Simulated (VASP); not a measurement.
Pt:

```xyz
1
Lattice="2.5669 0.0000 0.0000 0.0000 2.5669 0.0000 0.0000 0.0000 2.5669" Properties=species:S:1:pos:R:3 pbc="T T T"
Pt    0.0000    0.0000    0.0000
```

| Quantity | Value |
| --- | --- |
| Program | VASP 6.6.1 |
| Task | relaxation of cell and atoms |
| Functional | PBE |
| Potentials or basis | VASP PAW PBE potentials, release 64 (Pt) |
| Cutoff | 600 eV |
| k mesh | 16 × 16 × 16 |
| Occupations | fermi-dirac, width 0.05 eV |
| Spin | no spin polarisation |

At the start: pressure 14.3 GPa; volume 16.91 Å³/atom.

Task: Where does the relaxation end?

Result: Over 17 steps the energy falls by 46.4 meV/atom and the volume is 18.03 Å³/atom (+6.6 %); space group Pm-3m (No. 221, to 0.05 Å).

The path:
```csv
step,energy change (eV),largest force (eV/Å),pressure (GPa),volume (Å³)
1,0.0000,0.0000,14.28,16.91
2,0.1432,0.0000,-18.19,20.88
3,-0.0463,0.0000,-0.66,18.10
4,-0.0464,0.0000,-0.10,18.04
5,-0.0464,0.0000,0.14,18.02
6,-0.0464,0.0000,0.15,18.02
7,-0.0464,0.0000,0.15,18.02
8,-0.0464,0.0000,0.13,18.02
9,-0.0464,0.0000,0.13,18.02
10,-0.0464,0.0000,0.13,18.02
11,-0.0464,0.0000,0.13,18.02
12,-0.0464,0.0000,0.13,18.02
13,-0.0464,0.0000,0.13,18.02
14,-0.0464,0.0000,0.13,18.02
15,-0.0464,0.0000,0.13,18.02
16,-0.0464,0.0000,0.08,18.02
17,-0.0464,0.0000,0.03,18.03
```

Final structure:
```
CELL_PARAMETERS angstrom
2.62218 0.00000 0.00000
0.00000 2.62218 0.00000
0.00000 0.00000 2.62218
ATOMIC_POSITIONS crystal
Pt 0.00000 0.00000 0.00000
```
